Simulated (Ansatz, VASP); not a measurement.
## Al2Cu: VASP beside Ansatz

File INCAR:

```
SYSTEM = Al2Cu
PREC = Accurate
ENCUT = 520
EDIFF = 1E-6
ISMEAR = 0
SIGMA = 0.15
LREAL = .FALSE.
LASPH = .TRUE.
NELM = 80
ALGO = Fast
ISIF = 2
LWAVE = .FALSE.
LCHARG = .TRUE.
GGA = PS
LELF = .TRUE.
LVHAR = .TRUE.
NBANDS = 16
```

The input KPOINTS:

```
regular mesh
0
G
  12 12 16
  0 0 0
```

File POSCAR:

```
Al2Cu
1.0
    4.2066973624      0.0000000000      0.0000000000
    0.0000000000      4.2066973624      0.0000000000
    0.0000000000      0.0000000000      2.9317865938
Al Cu
2 1
Direct
    0.5000000000      0.0000000000      0.5000000000
    0.0000000000      0.5000000000      0.5000000000
    0.0000000000      0.0000000000      0.0000000000
```

Input for Ansatz:

```yaml
crystal:
  lattice:
    - [4.2066973624, 0.0, 0.0]
    - [0.0, 4.2066973624, 0.0]
    - [0.0, 0.0, 2.9317865938]
  atoms:
    - { symbol: Al, position: [0.5, 0.0, 0.5] }
    - { symbol: Al, position: [0.0, 0.5, 0.5] }
    - { symbol: Cu, position: [0.0, 0.0, 0.0] }
basis:
  ecutwfc: 420
kpoints:
  mp_grid: { grid: [12, 12, 16] }
hamiltonian:
  xc: pbesol
scf:
  occupations: { method: gaussian, width: 0.15 }
output:
  forces: true
  stress: true
  eigenvalues: true
```

Change from the starting cell: strain +0.030 along x and y, +0.030 along z, atoms carried along.

Alike in both runs: task single point; functional PBEsol; k mesh 12 × 12 × 16; occupations gaussian, width 0.15 eV; no spin polarisation.

```csv
,VASP,Ansatz
version,VASP 6.6.1,Ansatz 0.2.0
potentials or method,"VASP PAW PBE potentials, release 64 (Al, Cu), cutoff 520 eV","scalar-relativistic, plane waves, PAW"
valence electrons in the cell,17,25
```

```csv
,VASP,Ansatz,Ansatz less VASP
gap on the k mesh at the Fermi level (eV),none,none,-
pressure (GPa),-7.2,-7.1,+0.11
"traceless stress, the component that is largest in VASP (GPa)",-0.60,-0.58,+0.020
```

VASP's potentials were made for PBE, not for PBEsol. A gap of «none» marks a metal or a gap that the smearing closes. VASP's potentials hold 17 valence electrons a cell and Ansatz's 25, so a difference there can come from the potentials and not from the codes.
